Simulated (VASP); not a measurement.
Wanted: the native input for a VASP 6.6.1 run.

```yaml
Task: relaxation of cell and atoms
Functional: PBEsol
Potentials_or_basis: VASP PAW PBE potentials, release 64 (As_d)
Cutoff: 510 eV
k_mesh: 11 × 11 × 11
Occupations: fermi-dirac, width 0.08 eV
Spin: no spin polarisation
Dipole_correction: no
Further_INCAR_settings: ALGO = Normal; EDIFF = 1e-07; IBRION = 2; EDIFFG = -0.005; NSW = 60; ISIF = 3
```

The structure of As lies in POSCAR:

```
As
1.0
    0.0000000000      2.8744485395      2.8744485395
    2.8744485395      0.0000000000      2.8744485395
    2.8744485395      2.8744485395      0.0000000000
As
2
Direct
   -0.1250000000     -0.1250000000     -0.1250000000
    0.1250000000      0.1250000000      0.1250000000
```

This isn't the form of As at room conditions, which is rhombohedral.

These files were run (other wordings do the same):

INCAR

```
SYSTEM = As
PREC = Accurate
ENCUT = 510
EDIFF = 1E-7
ISMEAR = -1
SIGMA = 0.08
LREAL = .False.
LASPH = .True.
NELM = 120
ALGO = Normal
ISIF = 3
LWAVE = .False.
LCHARG = .False.
GGA = PS
IBRION = 2
NSW = 60
EDIFFG = -0.005
GGA_COMPAT = .False.
NELMIN = 4
```

KPOINTS

```
Automatic mesh
0
Gamma
  11 11 11
  0 0 0
```

Potentials or basis: VASP PAW PBE potentials, release 64 (As_d).

The run is started by

```console
$ cat potpaw_PBE.64/As_d/POTCAR > POTCAR
$ mpirun -np 1 vasp_std > vasp.out
```

Results of the run:

| Property | Result |
| --- | --- |
| Relaxed volume | 27.07 Å³/atom |
| Relaxed cell | a = 4.246 Å, b = 4.246 Å, c = 4.246 Å, α = 60.00°, β = 60.00°, γ = 60.00° |
| Space group after relaxing (to 0.1 Å) | Fd-3m (No. 227) |
| Energy gained by relaxing | 80.9 meV/atom |
| Ionic steps | 5 |
| Pressure after relaxing | 0.0 GPa |
| Band gap on the k mesh | zero (bands 15 and 16 overlap by 1.20 eV) |

Caveat: the PAW data sets were made with another functional, which shifts forces and pressure a little.

It took 4.6 min on 1 thread of Intel(R) Xeon(R) Platinum 8259CL CPU @ 2.50GHz (Skylake/Cascade Lake) (shared host), peak memory 0.19 GiB.
